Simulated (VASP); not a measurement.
# Sb (R-3m) in VASP: notebook, part 2 of 2

VASP 6.6.1. Earlier steps stand in the parts before.

## 3. Relaxation of shape and atoms at fixed volume, PBE+D3(BJ) (volume scaled by 1.10)

Input file INCAR:

```
SYSTEM = Sb
PREC = Accurate
ENCUT = 600
EDIFF = 1E-6
ISMEAR = 0
SIGMA = 0.1
LREAL = .False.
LASPH = .True.
NELM = 60
ALGO = Normal
ISIF = 4
LWAVE = .False.
LCHARG = .False.
GGA = PE
IVDW = 12
IBRION = 2
NSW = 50
EDIFFG = -0.01
```

Input file KPOINTS:

```
Automatic mesh
0
Gamma
  12 12 12
  0 0 0
```

Input file POSCAR:

```
Sb
1.0
    2.2147791585      1.2787033433      3.8556290552
   -2.2147791585      1.2787033433      3.8556290552
    0.0000000000     -2.5574066867      3.8556290552
Sb
2
Direct
    0.2332705280      0.2332705280      0.2332705280
    0.7667294720      0.7667294720      0.7667294720
```

Potentials or basis: VASP PAW PBE potentials, release 64 (Sb).

On the command line:

```console
$ cat potpaw_PBE.64/Sb/POTCAR > POTCAR
$ mpirun -np 1 vasp_std > vasp.out
```

OUTCAR:

```text
SYSTEM = Sb
   PREC = Accurate
   ENCUT = 600
   EDIFF = 1E-6
   ISMEAR = 0
   LREAL = .False.
   LASPH = .True.
   NELM = 60
   ISIF = 4
   GGA = PE
   IVDW = 12
   IBRION = 2
   NSW = 50
   EDIFFG = -0.01
 IVDW          = 12

 ion  position               nearest neighbor table
   1  0.233  0.233  0.233-   2 2.99   2 2.99   2 2.99   2 3.45   2 3.45   2 3.45
   2  0.767  0.767  0.767-   1 2.99   1 2.99   1 2.99   1 3.45   1 3.45   1 3.45

  LATTYP: Found a trigonal (rhomboedric) cell.
 ALAT       =     4.6266839499
 COS(alpha) =     0.5416985996

  Lattice vectors:

 A1 = (   2.2147791585,   1.2787033433,   3.8556290552)
 A2 = (  -2.2147791585,   1.2787033433,   3.8556290552)
 A3 = (   0.0000000000,  -2.5574066867,   3.8556290552)

Analysis of symmetry for initial positions (statically):
=====================================================================
 Subroutine PRICEL returns:
 Original cell was already a primitive cell.

 Routine SETGRP: Setting up the symmetry group for a
 trigonal (rhombohedral) supercell.

 Subroutine GETGRP returns: Found 12 space group operations
 (whereof 12 operations were pure point group operations)
 out of a pool of 12 trial point group operations.

The static configuration has the point symmetry D_3d.

Analysis of symmetry for dynamics (positions and initial velocities):
=====================================================================
 Subroutine PRICEL returns:
 Original cell was already a primitive cell.

 Routine SETGRP: Setting up the symmetry group for a
 trigonal (rhombohedral) supercell.

 Subroutine GETGRP returns: Found 12 space group operations
 (whereof 12 operations were pure point group operations)
 out of a pool of 12 trial point group operations.

The dynamic configuration has the point symmetry D_3d.

 Subroutine INISYM returns: Found 12 space group operations
 (whereof 12 operations are pure point group operations),
 and found     1 'primitive' translations

----------------------------------------------------------------------------------------

                                     Primitive cell

  volume of cell :      65.5159
[... 102 lines left out ...]
   EMIN   =  10.00;   EMAX   =-10.00  energy-range for DOS
   EFERMI =   0.00;   METHOD = LEGACY
   ISMEAR =     0;   SIGMA  =   0.10  broadening in eV -4-tet -1-fermi 0-gaus
   EFERMI_NEDOS =   21; number of points for ismear=-14 and -15
   IALGO  =     38    algorithm
   IMIX   =      4    mixing-type and parameters
     AMIX     =   0.40;   BMIX     =  1.00
     AMIX_MAG =   1.60;   BMIX_MAG =  1.00
  volume/ion in A,a.u.               =      32.76       221.06
  Fermi-wavevector in a.u.,A,eV,Ry     =   0.874902  1.653324 10.414620  0.765453
  Thomas-Fermi vector in A             =   1.994498
   LORBIT       =      0    0 simple, 1 ext, 2 COOP (PROOUT), +10 PAW based schemes
   GGA     = PE    functional components
   LHFCALC =     F    Hartree Fock is set to
   AEXX    =    0.0000 exact exchange contribution
   IVDW    =    12    specifies the selected vdW correction
   LEPSILON=     F    determine dielectric tensor
   LRPA    =     F    only Hartree local field effects (RPA)
 conjugate gradient relaxation of ions
 non-spin polarized calculation
 Gauss-broadening in eV      SIGMA  =   0.10
  energy-cutoff  :      600.00
  volume of cell :       65.52
 maximum number of plane-waves:      2204
 NGX is ok and might be reduce to    40
   NGX = 19   NGY = 19   NGZ = 19

--------------------------------------- Ionic step        1  -------------------------------------------

 number of electron      10.0000000 magnetization

 Free energy of the ion-electron system (eV)
  ---------------------------------------------------
  ext. energy  EPLUGINS =         0.00000000
  ---------------------------------------------------
  free energy    TOTEN  =        -8.26586978 eV

  energy without entropy =       -8.26516730  energy(sigma->0) =       -8.26551854

------------------------ aborting loop because EDIFF is reached ----------------------------------------

 Edisp (eV)   -0.86819

 E8    (eV) :    -0.4050
[... 191 lines left out ...]
--------------------------------------- Ionic step        6  -------------------------------------------

 number of electron       9.9999999 magnetization

 Free energy of the ion-electron system (eV)
  ---------------------------------------------------
  ext. energy  EPLUGINS =         0.00000000
  ---------------------------------------------------
  free energy    TOTEN  =        -8.27013012 eV

  energy without entropy =       -8.26928888  energy(sigma->0) =       -8.26970950

 E-fermi :   6.2567     XC(G=0):  -9.1737

 val. band max:        6.2567336257   @ k =   0.4167   0.0833   0.0833
 cond. band min:       6.4611104883   @ k =   0.4167  -0.0000  -0.0000
 fundamental gap:      0.2043768627
 Fermi energy:         6.2567467800

 k-point     1 :       0.0000    0.0000    0.0000
  band No.  band energies     occupation
      1      -5.8527      2.00000
      2       1.1170      2.00000
      3       4.3909      2.00000
      4       4.6781      2.00000
      5       4.6781      2.00000
      6       8.1560      0.00000
      7       8.8190      0.00000
      8       8.8190      0.00000
      9      11.5827      0.00000
[... 265 lines left out ...]
 k-point    24 :      -0.4167    0.1667    0.0000
  band No.  band energies     occupation
      1      -3.5749      2.00000
      2      -2.8433      2.00000
      3       2.8608      2.00000
      4       4.1461      2.00000
      5       4.7616      2.00000
      6       7.2713      0.00000
      7       7.4648      0.00000
      8       9.1914      0.00000
      9      12.7093      0.00000

 [... further k-points ...]

------------------------ aborting loop because EDIFF is reached ----------------------------------------

 Edisp (eV)   -0.86796

 E8    (eV) :    -0.4048
[... 25 lines left out ...]
  FREE ENERGIE OF THE ION-ELECTRON SYSTEM (eV)
  ---------------------------------------------------
  free  energy   TOTEN  =        -9.1380867105 eV

  energy  without entropy=       -9.1372454685  energy(sigma->0) =       -9.13766609

 reached required accuracy - stopping structural energy minimisation
```

OSZICAR:

```text
N       E                     dE             d eps       ncg     rms          rms(c)
DAV:   1     0.411574458148E+02    0.41157E+02   -0.39095E+03  3402   0.966E+02
DAV:   2    -0.636624657509E+01   -0.47524E+02   -0.46649E+02  4794   0.127E+02
[... 33 lines left out ...]
   5 F= -.91380436E+01 E0= -.91376349E+01  d E =-.246760E-03
       N       E                     dE             d eps       ncg     rms          rms(c)
DAV:   1    -0.827015490509E+01   -0.92962E-04   -0.36216E-03  3502   0.353E-01    0.266E-02
DAV:   2    -0.827013758379E+01    0.17321E-04   -0.99789E-05  3570   0.759E-02    0.154E-02
DAV:   3    -0.827012989675E+01    0.76870E-05   -0.40295E-05  4201   0.374E-02    0.322E-03
DAV:   4    -0.827013012032E+01   -0.22357E-06   -0.32461E-06  3336   0.140E-02
   6 F= -.91380867E+01 E0= -.91376661E+01  d E =-.289914E-03
```

Wall time 3.9 min (1 thread of Intel Xeon Platinum 8488C (Sapphire Rapids), shared host); peak memory 0.33 GiB.

What came out:

```yaml
Free_energy: -9.1381 eV
Energy_gained_by_relaxing: 2.0 meV/atom
Ionic_steps: 6
Pressure_after_relaxing: -3.1 GPa
Band_gap_on_the_k_mesh: zero (band 5 reaches 6.24 eV, above the bottom of band 6 at 6.09 eV)
Dispersion_energy_per_atom: -0.434 eV
```

Step by step:
| step | energy change (eV) | largest force (eV/Å) | pressure (GPa) | volume (Å³) |
| --- | --- | --- | --- | --- |
| 1 | 0.0000 | 0.1345 | -3.72 | 65.52 |
| 2 | -0.0020 | 0.0864 | -3.55 | 65.52 |
| 3 | -0.0037 | 0.0127 | -3.20 | 65.52 |
| 4 | -0.0037 | 0.0259 | -3.14 | 65.52 |
| 5 | -0.0040 | 0.0095 | -3.13 | 65.52 |
| 6 | -0.0040 | 0.0004 | -3.12 | 65.52 |

Final structure:
```cif
data_structure
_symmetry_space_group_name_H-M 'P 1'
_symmetry_Int_Tables_number 1
_cell_length_a 4.6631
_cell_length_b 4.6631
_cell_length_c 4.6631
_cell_angle_alpha 56.273
_cell_angle_beta 56.273
_cell_angle_gamma 56.273
_cell_volume 65.52
loop_
_atom_site_label
_atom_site_type_symbol
_atom_site_fract_x
_atom_site_fract_y
_atom_site_fract_z
_atom_site_occupancy
Sb1 Sb 0.23163 0.23163 0.23163 1
Sb2 Sb 0.76837 0.76837 0.76837 1
```

Caveat: the cell differs from its parent crystal (volume scaled by 1.10); spin-orbit coupling is left out, which moves the levels of the heavy elements; pairwise dispersion overbinds metals, which lowers pressure and volume.

## 4. Single point, PBEsol

This run uses another cell than the first one, of 29.78 Å³/atom, 0.943 times its volume.

Input file INCAR:

```
SYSTEM = Sb
ALGO = Normal ; EDIFF = 1E-6
ENCUT = 500 ; GGA = PS
GGA_COMPAT = .False. ; ISIF = 2
ISMEAR = 0 ; LASPH = .True.
LCHARG = .True. ; LELF = .True.
LREAL = .False. ; LVHAR = .True.
LWAVE = .False. ; NBANDS = 22
NELM = 120 ; PREC = Accurate
SIGMA = 0.1
```

Input file KPOINTS:

```
k-points
0
Gamma
  12 12 12
  0 0 0
```

Input file POSCAR:

```
Sb
1.0
    2.1616083304      1.2480051515      3.6796745313
   -2.1616083304      1.2480051515      3.6796745313
    0.0000000000     -2.4960103029      3.6796745313
Sb
2
Direct
    0.2361487230      0.2361487230      0.2361487230
    0.7638512770      0.7638512770      0.7638512770
```

Potentials or basis: VASP PAW PBE potentials, release 64 (Sb_d_GW).

On the command line:

```console
$ cat potpaw_PBE.64/Sb_d_GW/POTCAR > POTCAR
$ mpirun -np 1 vasp_std > vasp.out
```

Run time: 80 s. Hardware: 1 thread of Intel Xeon 6975P-C (Granite Rapids), shared host; peak memory 0.35 GiB.

The run converged. Its results:

- Free energy: -9.1635 eV
- Pressure: -0.1 GPa
- Largest force: 0.036 eV/Å
- Band gap on the k mesh: zero (band 15 reaches 5.38 eV, above the bottom of band 16 at 5.13 eV)

Forces in eV/Å, atoms in the order of the input:
```
Sb   0.000  0.000 -0.036
Sb   0.000  0.000  0.036
```

Levels at points of the mesh, in eV from the Fermi level:
| k point | band 13 | band 14 | band 15 | band 16 | band 17 | band 18 |
| --- | --- | --- | --- | --- | --- | --- |
| (0.00, 0.00, 0.00) | -1.91 | -1.76 | -1.76 | 2.41 | 2.88 | 2.88 |
| (0.50, 0.00, 0.00) | -1.68 | -1.52 | -0.27 | -0.13 | 0.25 | 0.33 |
| (0.50, 0.50, 0.00) | -5.54 | -3.72 | -3.67 | 1.64 | 5.11 | 5.50 |
| (0.50, 0.50, 0.50) | -1.19 | -1.19 | -0.41 | 0.00 | 0.00 | 0.95 |

Caveat: the PAW data sets were made with another functional, which shifts forces and pressure a little; spin-orbit coupling is left out, which moves the levels of the heavy elements.

## 5. The runs side by side

```csv
task,level,potentials or basis,cell,cutoff (eV),second run,gap on the mesh (eV),pressure (GPa)
relaxation of shape and atoms at fixed volume,PBE+D3(BJ),"VASP PAW PBE potentials, release 64 (Sb)","relaxed from a = 4.549 Å, angles 57.8°, 2 atoms",600,-,none,-2.2
relaxation of shape and atoms at fixed volume,PBE+D3(BJ),"VASP PAW PBE potentials, release 64 (Sb)","relaxed from a = 4.627 Å, angles 57.2°, 2 atoms",600,-,none,-3.1
single point,PBEsol,"VASP PAW PBE potentials, release 64 (Sb_d_GW)","a = 4.446 Å, angles 58.2°, 2 atoms",500,valence_matched,none,-0.1
```

Alike in all rows: no spin polarisation; k mesh 12 × 12 × 12; smearing gaussian 0.1 eV.

Caveats: spin-orbit coupling is left out, which moves the levels of the heavy elements; pairwise dispersion overbinds metals, which lowers pressure and volume (some runs); the PAW data sets were made with another functional, which shifts forces and pressure a little (some runs).

Absolute energies hang on the potentials; compare differences alone.
